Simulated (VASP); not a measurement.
## Pb: single point with r2SCAN

The system is Pb.

```
Pb
1.0
     0.00000    2.47502    2.47502
     2.47502    0.00000    2.47502
     2.47502    2.47502    0.00000
Pb
1
Direct
  0.00000 0.00000 0.00000
```

- Program: VASP 6.6.1
- Task: single point
- Functional: r2SCAN
- Potentials or basis: VASP PAW PBE potentials, release 64 (Pb_d)
- Cutoff: 520 eV
- k mesh: 9 × 9 × 9
- Occupations: fermi-dirac, width 0.05 eV
- Spin: no spin polarisation
- Dipole correction: no
- Further INCAR settings: ALGO = Normal; EDIFF = 1e-06; NBANDS = 13

```
Pressure               : 1.1 GPa
Band gap on the k mesh : zero (band 7 reaches 14.96 eV, above the bottom of band 8 at 5.58 eV)
```

Levels at points of the mesh, in eV from the Fermi level:
```tsv
k point	band 3	band 4	band 5	band 6	band 7	band 8	band 9	band 10	band 11	band 12
(0.00, 0.00, 0.00)	-17.56	-17.41	-17.41	-12.13	7.90	7.90	7.90	10.59	12.46	13.27
```

Wall time 34 s on 1 thread of Intel(R) Xeon(R) Platinum 8559C (Emerald Rapids) (shared host), peak memory 0.16 GiB.

Caveat: the PAW data sets were made with another functional, which shifts forces and pressure a little; spin-orbit coupling is left out, which moves the levels of the heavy elements.
